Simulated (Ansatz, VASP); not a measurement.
# One calculation of GdN, two programs

```
CELL_PARAMETERS angstrom
0.00000 2.50252 2.50252
2.50252 0.00000 2.50252
2.50252 2.50252 0.00000
ATOMIC_POSITIONS crystal
Gd 0.50000 0.50000 0.50000
N 0.00000 0.00000 0.00000
```

Alike in both runs: task single point; functional r2SCAN; dispersion D4; k mesh 8 × 8 × 8; occupations gaussian, width 0.05 eV; collinear spin; Hubbard terms Gd f U = 4.0 eV.

|  | VASP | Ansatz |
| --- | --- | --- |
| version | VASP 6.6.1 | Ansatz 0.2.0 |
| potentials or method | VASP PAW PBE potentials, release 64 (Gd, N), cutoff 520 eV | scalar-relativistic, plane waves, PAW |
| valence electrons in the cell | 23 | 23 |

VASP gave:

| Item | Value |
| --- | --- |
| gap on the k mesh at the Fermi level (eV) | none |
| pressure (GPa) | -3.0 |
| net moment per atom (μB) | 3.50 |
| size of the moment on the site where the two differ most (μB) | 6.83 |

**Question.** Estimate Ansatz's values.

**Answer.** gap on the k mesh at the Fermi level (eV): none; pressure (GPa): -3.1; net moment per atom (μB): 3.50; size of the moment on the site where the two differ most (μB): 6.96.

VASP's potentials were made for PBE, not for r2SCAN. Site moments also hang on the region over which each program counts them. The programs project onto different local orbitals, so the same U acts differently, and such runs can settle in different states. A gap of «none» marks a metal or a gap that the smearing closes. Ansatz's warnings: filled band counts differ across k points, stability check not made.

Neither program's run includes spin-orbit coupling.
